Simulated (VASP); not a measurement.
# ZnSe (F-43m) in VASP: a series of runs, part 2 of 2

VASP 6.6.1. Earlier steps stand in the parts before.

## (3) Single point, LDA

This run uses another cell than the first one, of 18.59 Å³/atom, 0.862 times its volume.

INCAR reads:

```
PREC = Accurate
ENCUT = 520
EDIFF = 1E-6
ISMEAR = 0
SIGMA = 0.01
LREAL = F
LASPH = T
NELM = 60
ALGO = Normal
ISIF = 2
LWAVE = F
LCHARG = F
GGA = CA
NBANDS = 16
```

KPOINTS reads:

```
Automatic mesh
0
Gamma
  8 8 8
```

POSCAR reads:

```
ZnSe
1.0
    0.0000000000      2.6489593631      2.6489593631
    2.6489593631      0.0000000000      2.6489593631
    2.6489593631      2.6489593631      0.0000000000
Zn Se
1 1
Direct
    0.0000000000      0.0000000000      0.0000000000
    0.7500000000      0.7500000000      0.7500000000
```

Potentials or basis: VASP PAW LDA potentials, release 64 (Zn, Se).

Command:

```bash
$ cat potpaw_LDA.64/Zn/POTCAR potpaw_LDA.64/Se/POTCAR > POTCAR
$ mpirun -np 1 vasp_std > vasp.out
```

OUTCAR:

```text
PREC = Accurate
   ENCUT = 520
   EDIFF = 1E-6
   ISMEAR = 0
   LREAL = F
   LASPH = T
   NELM = 60
   ISIF = 2
   GGA = CA

 ion  position               nearest neighbor table
   1  0.000  0.000  0.000-   2 2.29   2 2.29   2 2.29   2 2.29
   2  0.750  0.750  0.750-   1 2.29   1 2.29   1 2.29   1 2.29

  LATTYP: Found a face centered cubic cell.
 ALAT       =     5.2979187262

  Lattice vectors:

 A1 = (   0.0000000000,   2.6489593631,   2.6489593631)
 A2 = (   2.6489593631,   0.0000000000,   2.6489593631)
 A3 = (   2.6489593631,   2.6489593631,   0.0000000000)

Analysis of symmetry for initial positions (statically):
=====================================================================
 Subroutine PRICEL returns:
 Original cell was already a primitive cell.

 Routine SETGRP: Setting up the symmetry group for a
 face centered cubic supercell.

 Subroutine GETGRP returns: Found 24 space group operations
 (whereof 24 operations were pure point group operations)
 out of a pool of 48 trial point group operations.

The static configuration has the point symmetry T_d .

Analysis of symmetry for dynamics (positions and initial velocities):
=====================================================================
 Subroutine PRICEL returns:
 Original cell was already a primitive cell.

 Routine SETGRP: Setting up the symmetry group for a
 face centered cubic supercell.

 Subroutine GETGRP returns: Found 24 space group operations
 (whereof 24 operations were pure point group operations)
 out of a pool of 48 trial point group operations.

The dynamic configuration has the point symmetry T_d .

 Subroutine INISYM returns: Found 24 space group operations
 (whereof 24 operations are pure point group operations),
 and found     1 'primitive' translations

----------------------------------------------------------------------------------------

                                     Primitive cell

  volume of cell :      37.1754

  direct lattice vectors                    reciprocal lattice vectors
     0.000000000  2.648959363  2.648959363    -0.188753367  0.188753367  0.188753367
     2.648959363  0.000000000  2.648959363     0.188753367 -0.188753367  0.188753367
     2.648959363  2.648959363  0.000000000     0.188753367  0.188753367 -0.188753367

  length of vectors
     3.746194257  3.746194257  3.746194257     0.326930423  0.326930423  0.326930423

  position of ions in fractional coordinates (direct lattice)
     0.000000000  0.000000000  0.000000000
     0.750000000  0.750000000  0.750000000

  ion indices of the primitive-cell ions
   primitive index   ion index
                 1           1
                 2           2

----------------------------------------------------------------------------------------

 KPOINTS: Automatic mesh

Automatic generation of k-mesh.
 Grid dimensions read from file:
 generate k-points for:    8    8    8

 Generating k-lattice:

  Cartesian coordinates                     Fractional coordinates (reciprocal lattice)
    -0.023594171  0.023594171  0.023594171     0.125000000  0.000000000  0.000000000
     0.023594171 -0.023594171  0.023594171     0.000000000  0.125000000  0.000000000
     0.023594171  0.023594171 -0.023594171     0.000000000  0.000000000  0.125000000

  Length of vectors
     0.040866303  0.040866303  0.040866303

  Shift w.r.t. Gamma in fractional coordinates (k-lattice)
     0.000000000  0.000000000  0.000000000

 Subroutine IBZKPT returns following result:
 ===========================================

 Found     29 irreducible k-points:

 Following reciprocal coordinates:
            Coordinates               Weight
  0.000000  0.000000  0.000000      1.000000
  0.125000  0.000000  0.000000      8.000000
  0.250000  0.000000  0.000000      8.000000
  0.375000  0.000000  0.000000      8.000000
  0.500000  0.000000  0.000000      4.000000
  0.125000  0.125000  0.000000      6.000000
[... 16 lines left out ...]
  0.500000  0.250000  0.125000     48.000000
 -0.375000  0.250000  0.125000     24.000000
 [... further k-points ...]
   k-points           NKPTS =     29   k-points in BZ     NKDIM =     29   number of bands    NBANDS=     16
   number of dos      NEDOS =    301   number of ions     NIONS =      2
   total plane-waves  NPLWV =  21952
   dimension x,y,z NGX =    28 NGY =   28 NGZ =   28
   dimension x,y,z NGXF=    56 NGYF=   56 NGZF=   56
   ions per type =               1   1
   NGX,Y,Z   is equivalent  to a cutoff of  12.43, 12.43, 12.43 a.u.
   NGXF,Y,Z  is equivalent  to a cutoff of  24.85, 24.85, 24.85 a.u.
 SYSTEM =  unknown system
   PREC   = accura    normal or accurate (medium, high low for compatibility)
   ISTART =      0    job   : 0-new  1-cont  2-samecut
   ICHARG =      2    charge: 1-file 2-atom 10-const
   ISPIN  =      1    spin polarized calculation?
   LNONCOLLINEAR =      F non collinear calculations
   LSORBIT =      F    spin-orbit coupling
   LASPH  =      T    aspherical Exc in radial PAW
   ENCUT  =  520.0 eV  38.22 Ry    6.18 a.u.   6.97  6.97  6.97*2*pi/ulx,y,z
   NELM   =     60;   NELMIN=  2; NELMDL= -5     # of ELM steps
   EDIFF  = 0.1E-05   stopping-criterion for ELM
   LREAL  =      F    real-space projection
   EDIFFG = 0.1E-04   stopping-criterion for IOM
   NSW    =      0    number of steps for IOM
   IBRION =     -1    ionic relax: 0-MD 1-quasi-New 2-CG
   NFREE  =      0    steps in history (QN), initial steepest desc. (CG)
   ISIF   =      2    stress and relaxation
   ISYM   =      2    0-nonsym 1-usesym 2-fastsym
   POTIM  = 0.5000    time-step for ionic-motion
   TEBEG  =    0.0;   TEEND  =   0.0 temperature during run
   PSTRESS=    0.0 pullay stress
   NELECT =      18.0000    total number of electrons
   NUPDOWN=      -1.0000    fix difference up-down
   EMIN   =  10.00;   EMAX   =-10.00  energy-range for DOS
   EFERMI =   0.00;   METHOD = LEGACY
   ISMEAR =     0;   SIGMA  =   0.01  broadening in eV -4-tet -1-fermi 0-gaus
   EFERMI_NEDOS =   21; number of points for ismear=-14 and -15
   IALGO  =     38    algorithm
   IMIX   =      4    mixing-type and parameters
     AMIX     =   0.40;   BMIX     =  1.00
     AMIX_MAG =   1.60;   BMIX_MAG =  1.00
  volume/ion in A,a.u.               =      18.59       125.44
  Fermi-wavevector in a.u.,A,eV,Ry     =   1.285525  2.429289 22.484625  1.652573
  Thomas-Fermi vector in A             =   2.417654
   LORBIT       =      0    0 simple, 1 ext, 2 COOP (PROOUT), +10 PAW based schemes
   GGA     = CA    functional components
   LHFCALC =     F    Hartree Fock is set to
   AEXX    =    0.0000 exact exchange contribution
   IVDW    =     0    specifies the selected vdW correction
   LEPSILON=     F    determine dielectric tensor
   LRPA    =     F    only Hartree local field effects (RPA)
 non-spin polarized calculation
 Gauss-broadening in eV      SIGMA  =   0.01
  energy-cutoff  :      520.00
  volume of cell :       37.18
 maximum number of plane-waves:      1012
   NGX = 13   NGY = 13   NGZ = 13

 number of electron      18.0000013 magnetization

 Free energy of the ion-electron system (eV)
  ---------------------------------------------------
  ext. energy  EPLUGINS =         0.00000000
  ---------------------------------------------------
  free energy    TOTEN  =        -7.10977464 eV

  energy without entropy =       -7.10977464  energy(sigma->0) =       -7.10977464

 E-fermi :   3.5686     XC(G=0): -10.6276

 val. band max:        3.5192472871   @ k =   0.0000   0.0000   0.0000
 cond. band min:       5.4741314217   @ k =   0.0000   0.0000   0.0000
 fundamental gap:      1.9548841346
 Fermi energy:         3.5685671217

 k-point     1 :       0.0000    0.0000    0.0000
  band No.  band energies     occupation
      1     -11.2950      2.00000
      2      -4.1181      2.00000
      3      -4.1181      2.00000
      4      -4.1181      2.00000
      5      -3.5522      2.00000
      6      -3.5522      2.00000
[... 8 lines left out ...]
     15      15.4171      0.00000
     16      15.4171      0.00000

 k-point     2 :       0.1250    0.0000    0.0000
  band No.  band energies     occupation
      1     -11.1502      2.00000
      2      -4.1265      2.00000
      3      -4.0942      2.00000
      4      -4.0942      2.00000
      5      -3.5552      2.00000
      6      -3.5552      2.00000
[... 8 lines left out ...]
     15      14.3768      0.00000
     16      14.8137      0.00000
[... 387 lines left out ...]
      5      -3.5405      2.00000
      6      -3.4764      2.00000
[... 8 lines left out ...]
     15      16.8959      0.00000
     16      17.9462      0.00000

 k-point    24 :      -0.3750    0.2500    0.1250
  band No.  band energies     occupation
      1      -9.9017      2.00000
      2      -3.9934      2.00000
      3      -3.9161      2.00000
      4      -3.6399      2.00000
      5      -3.5461      2.00000
      6      -3.2329      2.00000
[... 8 lines left out ...]
     15      16.8024      0.00000
     16      17.9782      0.00000

 [... further k-points ...]
[... 5 lines left out ...]
  --------------------------------------------------------------------------------------
  -------------------------------------------------------------------------------------
  Total        3.6214211      3.6214211      3.6214211      0.0000000      0.0000000     -0.0000000
  in kB      156.0751372    156.0751372    156.0751372      0.0000000      0.0000000     -0.0000000
  external PRESSURE =     156.0751372 kB  Pullay stress =       0.0000000 kB

 VOLUME and BASIS-vectors are now :
 -----------------------------------------------------------------------------
  energy-cutoff  :      520.00
  volume of cell :       37.18
      direct lattice vectors                 reciprocal lattice vectors
     0.000000000  2.648959363  2.648959363    -0.188753367  0.188753367  0.188753367
     2.648959363  0.000000000  2.648959363     0.188753367 -0.188753367  0.188753367
     2.648959363  2.648959363  0.000000000     0.188753367  0.188753367 -0.188753367

 POSITION                                       TOTAL-FORCE (eV/Angst)
 -----------------------------------------------------------------------------------
      0.00000      0.00000      0.00000        -0.000000     -0.000000     -0.000000
      3.97344      3.97344      3.97344         0.000000      0.000000      0.000000
 -----------------------------------------------------------------------------------
    total drift:                               -0.000001     -0.000001     -0.000001

  FREE ENERGIE OF THE ION-ELECTRON SYSTEM (eV)
  ---------------------------------------------------
  free  energy   TOTEN  =        -7.1097746438 eV

  energy  without entropy=       -7.1097746438  energy(sigma->0) =       -7.10977464
```

stdout:

```text
POSCAR found type information on POSCAR ZnSe
 POSCAR found :  2 types and       2 ions
 scaLAPACK will be used
 LDA part: xc-table for (Slater(with rela. corr.)+CA(PZ))
 , standard interpolation
 POSCAR, INCAR and KPOINTS ok, starting setup
 FFT: planning ... GRIDC
 FFT: planning ... GRID_SOFT
 FFT: planning ... GRID
 WAVECAR not read
 entering main loop
```

It took 16 s on 1 thread of Intel Xeon Platinum 8259CL at 2.50GHz (Skylake/Cascade Lake), shared host; peak memory 0.15 GiB.

What came out:

* Free energy: -7.1098 eV
* Pressure: 15.6 GPa
* Band gap on the k mesh: 1.95 eV, direct

A k mesh can miss the band edges.

## (4) Single point, LDA

This run uses another cell than the first one, of 19.35 Å³/atom, 0.897 times its volume.

INCAR reads:

```
SYSTEM = ZnSe
ALGO = Normal
EDIFF = 1E-6
ENCUT = 520
ISIF = 2
ISMEAR = 0
LASPH = .TRUE.
LCHARG = .FALSE.
LREAL = .FALSE.
LWAVE = .FALSE.
NBANDS = 16
NELM = 60
PREC = Accurate
SIGMA = 0.01
```

KPOINTS reads:

```
k-points
0
G
  8 8 8
  0 0 0
```

POSCAR reads:

```
ZnSe
1.0
    0.0000000000      2.6845291556      2.6845291556
    2.6845291556      0.0000000000      2.6845291556
    2.6845291556      2.6845291556      0.0000000000
Zn Se
1 1
Direct
    0.0000000000      0.0000000000      0.0000000000
    0.7500000000      0.7500000000      0.7500000000
```

Command:

```bash
$ cat potpaw_LDA.64/Zn/POTCAR potpaw_LDA.64/Se/POTCAR > POTCAR
$ mpirun -np 1 vasp_std > vasp.out
```

It took 15 s on 1 thread of Intel Xeon Platinum 8259CL at 2.50GHz (Skylake/Cascade Lake), shared host; peak memory 0.14 GiB.

The run converged. Its results:

```yaml
Free_energy: -7.2331 eV
Pressure: 10.6 GPa
Band_gap_on_the_k_mesh: 1.77 eV, direct
```

Levels at points of the mesh, in eV from the valence-band top:
```tsv
k point	band 5	band 6	band 7	band 8	band 9	band 10	band 11	band 12	band 13	band 14
(0.00, 0.00, 0.00)	-6.89	-6.89	0.00	0.00	0.00	1.77	5.61	5.61	5.61	10.29
(0.50, 0.00, 0.00)	-6.86	-6.68	-6.43	-1.14	-1.14	2.65	6.22	6.22	8.68	11.67
(0.50, 0.50, 0.00)	-6.82	-6.64	-5.58	-2.85	-2.85	2.41	3.23	11.84	12.25	12.25
```

## (5) Summary

```csv
cell,k mesh,smearing,gap on the mesh (eV),pressure (GPa)
"a = 3.937 Å, angles 60.0°, 2 atoms",14 × 14 × 14,fermi-dirac 0.1 eV,1.29,0.4
"a = 3.746 Å, angles 60.0°, 2 atoms",8 × 8 × 8,gaussian 0.01 eV,1.95,15.6
"a = 3.796 Å, angles 60.0°, 2 atoms",8 × 8 × 8,gaussian 0.01 eV,1.77,10.6
```

Alike in all rows: task single point; level LDA; potentials or basis VASP PAW LDA potentials, release 64 (Zn, Se); no spin polarisation; cutoff (eV) 520.

Absolute energies hang on the potentials; compare differences alone.
